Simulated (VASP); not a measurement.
**BeB15N15 (a cell with a defect) (Be_B-V_N): single point with PBE**

Crystal: BeB15N15 (a cell with a defect) (Be_B-V_N).

```
B Be N
1.0
    -3.62411    3.62411   -3.62411
     3.62411    3.62411    3.62411
     3.62411   -3.62411   -3.62411
B Be N
15 1 15
Cartesian
  -0.2181 0.2080 0.2028
  3.5979 -1.7710 -1.8106
  3.5979 -0.0009 -0.0406
  3.4060 1.6098 1.6045
  1.7953 -1.7710 -3.6132
  1.7953 1.8017 -0.0406
  1.8130 3.5981 1.8386
  0.0253 -0.0009 -3.6132
  0.0253 1.8016 -1.8106
  0.0099 3.6059 -0.0252
  3.6340 1.8378 -1.7933
  -1.6199 1.6098 -3.4213
  -1.8539 3.5981 -1.8284
  1.7780 1.8378 -3.6493
  1.7702 3.6409 -1.7855
  1.9699 0.1737 -1.9853
  0.8953 0.8846 0.8845
  4.5157 -0.8883 -0.9233
  4.5194 0.9280 0.9280
  -0.8998 0.8845 -0.9106
  2.7545 -0.9496 -2.7698
  2.7546 0.9584 -0.8620
  2.7243 2.7232 0.9280
  0.9080 -0.8883 -4.5311
  0.8467 0.9583 -2.7698
  0.9079 2.7195 -0.9233
  0.9049 4.5444 0.8923
  -0.9433 0.9281 -4.5348
  -0.9434 2.7232 -2.7397
  -0.9076 4.5444 -0.9202
  2.7165 2.7328 -2.7319
```

```yaml
Program: VASP 6.6.1
Task: single point
Functional: PBE
Potentials_or_basis: VASP PAW PBE potentials, release 64 (B, Be, N)
Cutoff: 520 eV
k_mesh: 1 × 1 × 1, shifted
Occupations: fermi-dirac, width 0.01 eV
Spin: no spin polarisation
```

```
Largest force : 0.020 eV/Å
```

Forces in eV/Å, atoms in the order of the input:
```
B    0.006 -0.006 -0.006
B    0.004 -0.014  0.004
B    0.003 -0.004  0.014
B    0.006  0.006  0.005
B   -0.004 -0.013 -0.004
B   -0.004  0.003  0.014
B    0.001  0.008 -0.008
B   -0.013 -0.004 -0.004
B   -0.014  0.004  0.004
B   -0.003  0.014  0.003
B   -0.003 -0.003 -0.015
B   -0.006  0.006 -0.006
B    0.008  0.008  0.000
B    0.014 -0.003  0.003
B    0.008  0.001 -0.008
Be  -0.004 -0.004  0.005
N    0.012  0.011  0.006
N   -0.002 -0.001  0.001
N    0.012 -0.005 -0.011
N   -0.006  0.011 -0.012
N   -0.003  0.008  0.003
N   -0.004 -0.004 -0.008
N   -0.005  0.012 -0.011
N   -0.001 -0.001  0.002
N    0.008 -0.003  0.003
N   -0.001 -0.002  0.001
N   -0.017 -0.007  0.007
N    0.011 -0.006 -0.012
N    0.011  0.012  0.006
N   -0.008 -0.008  0.016
N   -0.007 -0.017  0.007
```

Levels at points of the mesh, in eV from the Fermi level:
| k point | band 58 | band 59 | band 60 | band 61 | band 62 | band 63 |
| --- | --- | --- | --- | --- | --- | --- |
| (0.25, 0.25, 0.25) | -0.73 | -0.27 | -0.27 | 2.49 | 5.26 | 5.26 |

Wall time 47 s on 1 thread of Intel(R) Xeon(R) Platinum 8259CL CPU @ 2.50GHz (Skylake/Cascade Lake), on a shared host, peak memory 0.33 GiB.

Caveat: the k points lie up to 1.23 Å⁻¹ apart; the cell carries a net charge on a neutralising background, which shifts energy and pressure; the cell is charged against a uniform background, so pressure and absolute levels hang on convention.
